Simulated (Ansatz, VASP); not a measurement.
## Two plane-wave programs on Zr2N

```
Zr N
1.0
     5.41705    0.00000    0.00000
     0.00000    5.41705    0.00000
     0.00000    0.00000    3.30044
Zr N
4 2
Cartesian
  1.6065 1.6065 0.0000
  3.8105 3.8105 0.0000
  4.3151 1.1020 1.6502
  1.1020 4.3151 1.6502
  0.0000 0.0000 0.0000
  2.7085 2.7085 1.6502
```

Alike in both runs: functional r2SCAN; k mesh 8 × 8 × 10; occupations gaussian, width 0.1 eV; no spin polarisation.

Ansatz relaxed the structure, and its values are those at the end. VASP's run is a single point on that final structure, the one shown.

|  | VASP | Ansatz |
| --- | --- | --- |
| version | VASP 6.6.1 | Ansatz 0.2.0 |
| potentials or method | VASP PAW PBE potentials, release 64 (Zr_sv, N), cutoff 520 eV | scalar-relativistic, plane waves, PAW |
| valence electrons in the cell | 58 | 58 |

|  | VASP | Ansatz | Ansatz less VASP |
| --- | --- | --- | --- |
| gap on the k mesh at the Fermi level (eV) | none | none | - |
| pressure (GPa) | 0.1 | 0.0 | -0.14 |

VASP's potentials were made for PBE, not for r2SCAN. A gap of «none» marks a metal or a gap that the smearing closes. The functional is the same, so the differences come from potentials, cutoffs and numerics.
